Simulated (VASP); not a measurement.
NaLa: single point with PBE

NaLa:

```xyz
2
Lattice="3.6063 0.0000 0.0000 -1.8031 3.1231 0.0000 0.0000 0.0000 6.4838" Properties=species:S:1:pos:R:3 pbc="T T T"
La    0.0000    2.0821    3.2419
Na    0.0000    0.0000    0.0000
```

* Program: VASP 6.6.1
* Task: single point
* Functional: PBE
* Potentials or basis: VASP PAW PBE potentials, release 64 (La, Na_pv)
* Cutoff: 520 eV
* k mesh: 10 × 10 × 5
* Occupations: fermi-dirac, width 0.05 eV
* Spin: no spin polarisation
* Dipole correction: no
* Further INCAR settings: ALGO = Fast; EDIFF = 1e-06; NBANDS = 16

```json
{"Pressure": "0.0 GPa", "Band gap on the k mesh": "zero (bands 9 and 10 overlap by 0.87 eV)"}
```

Stress tensor (GPa, compression positive):
```
-0.06  0.00  0.00
 0.00 -0.06  0.00
 0.00  0.00  0.08
```

Levels at points of the mesh, in eV from the Fermi level:
| k point | band 7 | band 8 | band 9 | band 10 | band 11 | band 12 |
| --- | --- | --- | --- | --- | --- | --- |
| (0.00, 0.00, 0.00) | -15.98 | -3.24 | -1.17 | 0.80 | 1.18 | 1.72 |
| (0.50, 0.00, 0.00) | -16.31 | -1.35 | -0.62 | 0.46 | 1.25 | 1.42 |

It took 2.3 min on 1 thread of Intel(R) Xeon(R) Platinum 8259CL CPU @ 2.50GHz (Skylake/Cascade Lake), with other jobs on the host, peak memory 0.22 GiB.

Caveat: spin-orbit coupling is left out, which moves the levels of the heavy elements.
